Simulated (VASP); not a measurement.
A run of VASP 6.6.1 is set up as follows.

INCAR

```
PREC = Accurate
ENCUT = 520
EDIFF = 1E-6
ISMEAR = -1
SIGMA = 0.05
LREAL = F
LASPH = T
NELM = 80
ALGO = Normal
ISIF = 2
LWAVE = F
LCHARG = T
LELF = T
LVHAR = T
NBANDS = 22
```

Contents of KPOINTS:

```
regular mesh
0
Gamma
  7 7 4
```

The input POSCAR:

```
Cd2S
1.0
    4.0403891930      0.0000000000      0.0000000000
   -2.0201945965      3.4990796824      0.0000000000
    0.0000000000      0.0000000000      5.9231266511
Cd S
2 1
Direct
    0.3333333333      0.6666666667      0.9327170000
    0.6666666667      0.3333333333      0.5787350000
    0.3333333333      0.6666666667      0.3657050000
```

Potentials or basis: VASP PAW LDA potentials, release 64 (Cd, S).

Run with:

```sh
$ cat potpaw_LDA.64/Cd/POTCAR potpaw_LDA.64/S/POTCAR > POTCAR
$ mpirun -np 1 vasp_std > vasp.out
```

Problem. Estimate the band gap on the k mesh.

Solution. 0.44 eV, indirect (least direct gap 0.72 eV).

Problem. What does it give for the pressure?

Solution. -6.4 GPa.

Problem. Predict the largest force.

Solution. 0.328 eV/Å.

Stress tensor (GPa, compression positive):
```
-5.58  0.00  0.00
 0.00 -5.58  0.00
 0.00  0.00 -7.94
```

A k mesh can miss the band edges.
